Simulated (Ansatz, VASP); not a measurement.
# ZrB: VASP beside Ansatz

The input INCAR:

```
SYSTEM = ZrB
  PREC = Accurate
  ENCUT = 520
  EDIFF = 1E-6
  ISMEAR = 0
  SIGMA = 0.001
  LREAL = .False.
  LASPH = .True.
  NELM = 80
  ALGO = Normal
  ISIF = 2
  LWAVE = .False.
  LCHARG = .False.
  GGA = PE
  NBANDS = 14
```

Contents of KPOINTS:

```
regular mesh
0
Gamma
  12 12 12
  0 0 0
```

POSCAR

```
ZrB
1.0
    0.0000000000      2.4521217160      2.4521217160
    2.4521217160      0.0000000000      2.4521217160
    2.4521217160      2.4521217160      0.0000000000
Zr B
1 1
Direct
    0.5000000000      0.5000000000      0.5000000000
    0.0000000000      0.0000000000      0.0000000000
```

Input for Ansatz:

```yaml
crystal:
  lattice:
    - [0.0, 2.452121716, 2.452121716]
    - [2.452121716, 0.0, 2.452121716]
    - [2.452121716, 2.452121716, 0.0]
  atoms:
    - { symbol: Zr, position: [0.5, 0.5, 0.5] }
    - { symbol: B, position: [0.0, 0.0, 0.0] }
basis:
  ecutwfc: 420
  ecutrho_ratio: 4
kpoints:
  mp_grid: { grid: [12, 12, 12] }
hamiltonian:
  xc: pbe
scf:
  occupations: { method: gaussian, width: 0.001 }
output:
  forces: true
  stress: true
  write_density: true
  write_potential: true
  elf: true
  volumetric_format: npy
```

Alike in both runs: task single point; functional PBE; k mesh 12 × 12 × 12; occupations gaussian, width 0.001 eV; no spin polarisation.

|  | VASP | Ansatz |
| --- | --- | --- |
| version | VASP 6.6.1 | Ansatz 0.2.0 |
| potentials or method | VASP PAW PBE potentials, release 64 (Zr_sv, B), cutoff 520 eV | scalar-relativistic, plane waves, PAW |
| valence electrons in the cell | 15 | 15 |

```tsv
	VASP	Ansatz	Ansatz less VASP
pressure (GPa)	0.1	0.0	-0.11
```

With one functional, cell and mesh, what is left measures potentials, basis and numerics.
